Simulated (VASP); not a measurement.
Write the native input for VASP 6.6.1 that does the following.

```yaml
Task: single point
Functional: PBE
Potentials_or_basis: VASP PAW PBE potentials, release 64 (Al, N)
Cutoff: 600 eV
k_mesh: 8 × 8 × 8
Occupations: gaussian, width 0.01 eV
Spin: no spin polarisation
Dipole_correction: no
Further_INCAR_settings: ALGO = Normal; EDIFF = 1e-06; NBANDS = 11
```

The structure of AlN lies in POSCAR:

```
AlN
1.0
    0.0000000000      2.1839935000      2.1839935000
    2.1839935000      0.0000000000      2.1839935000
    2.1839935000      2.1839935000      0.0000000000
Al N
1 1
Direct
    0.0000000000      0.0000000000      0.0000000000
    0.2500000000      0.2500000000      0.2500000000
```

The input as run:

INCAR

```
SYSTEM = AlN
ALGO = Normal
EDIFF = 1E-6
ENCUT = 600
GGA = PE
GGA_COMPAT = .False.
ISIF = 2
ISMEAR = 0
LASPH = .True.
LCHARG = .False.
LREAL = .False.
LWAVE = .False.
NBANDS = 11
NELM = 120
PREC = Accurate
SIGMA = 0.01
```

KPOINTS

```
k-points
0
Gamma
  8 8 8
  0 0 0
```

Potentials or basis: VASP PAW PBE potentials, release 64 (Al, N).

The run is started by

```bash
$ cat potpaw_PBE.64/Al/POTCAR potpaw_PBE.64/N/POTCAR > POTCAR
$ mpirun -np 1 vasp_std > vasp.out
```

Results of the run:

```json
{
  "Pressure": "4.5 GPa",
  "Band gap on the k mesh": "3.32 eV (least direct gap 4.20 eV)"
}
```

Caveat: the cell stands under pressure.

Run time: 13 s on 1 thread of Intel Xeon 8259CL (shared host), peak memory 0.15 GiB.
